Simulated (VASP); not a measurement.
Set up this calculation in VASP 6.6.1, as the native input.

```yaml
Task: density of states
Functional: PBE
Potentials_or_basis: VASP PAW PBE potentials, release 64 (Ga_d, Sb)
Cutoff: 520 eV
k_mesh: 13 × 13 × 13
Occupations: fermi-dirac, width 0.1 eV
Spin: no spin polarisation
Dipole_correction: no
k_mesh_for_the_DOS: 20 × 20 × 20
Occupations_for_the_DOS: tetrahedron
Further_INCAR_settings: ALGO = Normal; EDIFF = 1e-06; NBANDS = 16
```

The system is GaSb (CsCl type).

```
Ga Sb
1.0
     2.95955    0.00000    0.00000
     0.00000    2.95955    0.00000
     0.00000    0.00000    2.95955
Ga Sb
1 1
Direct
  0.00000 0.00000 0.00000
  0.50000 0.50000 0.50000
```

This cell differs from its parent crystal: volume scaled by 0.55.

One way to write it, as run:

POSCAR

```
GaSb
1.0
    2.9595525907      0.0000000000      0.0000000000
    0.0000000000      2.9595525907      0.0000000000
    0.0000000000      0.0000000000      2.9595525907
Ga Sb
1 1
Direct
    0.0000000000      0.0000000000      0.0000000000
    0.5000000000      0.5000000000      0.5000000000
```

INCAR.step1

```
SYSTEM = GaSb
PREC = Accurate
ENCUT = 520
EDIFF = 1E-6
ISMEAR = -1
SIGMA = 0.1
LREAL = .False.
LASPH = .True.
NELM = 100
ALGO = Normal
ISIF = 2
LWAVE = .False.
LCHARG = .True.
GGA = PE
NBANDS = 16
```

KPOINTS.step1

```
regular mesh
0
Gamma
  13 13 13
  0 0 0
```

INCAR.step2

```
SYSTEM = GaSb
PREC = Accurate
ENCUT = 520
EDIFF = 1E-6
ISMEAR = -5
SIGMA = 0.1
LREAL = .False.
LASPH = .True.
NELM = 100
ALGO = Normal
ISIF = 2
LWAVE = .False.
LCHARG = .False.
GGA = PE
LORBIT = 11
NBANDS = 16
NEDOS = 1001
ICHARG = 11
```

KPOINTS.step2

```
regular mesh
0
Gamma
  20 20 20
  0 0 0
```

Potentials or basis: VASP PAW PBE potentials, release 64 (Ga_d, Sb).

Run with:

```bash
$ cat potpaw_PBE.64/Ga_d/POTCAR potpaw_PBE.64/Sb/POTCAR > POTCAR
$ cp INCAR.step1 INCAR
$ cp KPOINTS.step1 KPOINTS
$ mpirun -np 1 vasp_std > vasp.out
$ cp INCAR.step2 INCAR
$ cp KPOINTS.step2 KPOINTS
$ mpirun -np 1 vasp_std > vasp.out
```

It gave:

```yaml
Valence_electrons_inside_the_program's_atomic_spheres: Ga 12.27; Sb 2.82
```

Caveat: spin-orbit coupling is left out, which moves the levels of the heavy elements.

Wall time 32 s on 1 thread of Intel(R) Xeon(R) 6975P-C (Granite Rapids), with other jobs on the host, peak memory 0.24 GiB.
